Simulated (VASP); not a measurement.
A run of VASP 6.6.1 is set up as follows.

The input INCAR:

```
PREC = Accurate ; ENCUT = 520
EDIFF = 1E-6 ; ISMEAR = 0
SIGMA = 0.05 ; LREAL = Auto
LASPH = T ; NELM = 150
ALGO = Normal ; ISIF = 2
LWAVE = F ; LCHARG = F
ISPIN = 2 ; MAGMOM = 0 0 0 0 0 0 0 0 0 0 0 0 0 0 0 0 1
LORBIT = 11 ; LMAXMIX = 4
GGA = PE ; NBANDS = 56
```

File KPOINTS:

```
regular mesh
0
Gamma
  2 2 2
```

File POSCAR:

```
CuSi16
1.0
    0.0000000000      5.4300000000      5.4300000000
    5.4300000000      0.0000000000      5.4300000000
    5.4300000000      5.4300000000      0.0000000000
Si Cu
16 1
Direct
   -0.0108789128     -0.0101699144      0.0309942683
    0.1257176603      0.1264226833      0.1313363384
    0.0065922075      0.0073594599      0.5035959023
    0.1128994007      0.1136010177      0.6596755677
    0.0074332187      0.4993745017     -0.0064062554
    0.1257167711      0.6163011035      0.1313361673
    0.0065783831      0.4822350308      0.5035976911
    0.1411327433      0.6186126137      0.6214010696
    0.4986704033      0.0081418768     -0.0064134414
    0.6155991721      0.1264208904      0.1313348621
    0.4815500591      0.0073020491      0.5036026891
    0.6178923861      0.1418278761      0.6213906047
    0.4986706333      0.4993773462     -0.0064155000
    0.6341850660      0.6348994856      0.0957884367
    0.5104883118      0.5112013045      0.4668830788
    0.6179040135      0.6186600529      0.6213875289
    0.8152002830      0.8158080220      0.5529910919
```

Potentials or basis: VASP PAW PBE potentials, release 64 (Si, Cu).

Command:

```sh
$ cat potpaw_PBE.64/Si/POTCAR potpaw_PBE.64/Cu/POTCAR > POTCAR
$ mpirun -np 1 vasp_std > vasp.out
```

(1) What does it give for the net moment?

(2) Estimate the pressure.

## Answers

(1) 0.00 μB per cell.

(2) 4.4 GPa.

Caveat: the k points lie up to 0.50 Å⁻¹ apart.
